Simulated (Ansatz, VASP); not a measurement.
## Nb in VASP and in Ansatz

```xyz
1
Lattice="-1.5950 1.5950 1.5950 1.5950 -1.5950 1.5950 1.5950 1.5950 -1.5950" Properties=species:S:1:pos:R:3 pbc="T T T"
Nb    0.0000    0.0000    0.0000
```

Alike in both runs: task single point; functional RPBE; k mesh 22 × 22 × 22; occupations fermi-dirac, width 0.1 eV; no spin polarisation.

|  | VASP | Ansatz |
| --- | --- | --- |
| version | VASP 6.6.1 | Ansatz 0.2.0 |
| potentials or method | VASP PAW PBE potentials, release 64 (Nb_sv), cutoff 520 eV | plane waves (420 eV) with PAW, scalar-relativistic |
| valence electrons in the cell | 13 | 13 |

Ansatz gave:

| Quantity | Value |
| --- | --- |
| pressure (GPa) | 26.5 |

**Question.** Which values does VASP return?

**Answer.** Pressure (GPa): 26.1.

VASP's potentials were made for PBE, not for RPBE.
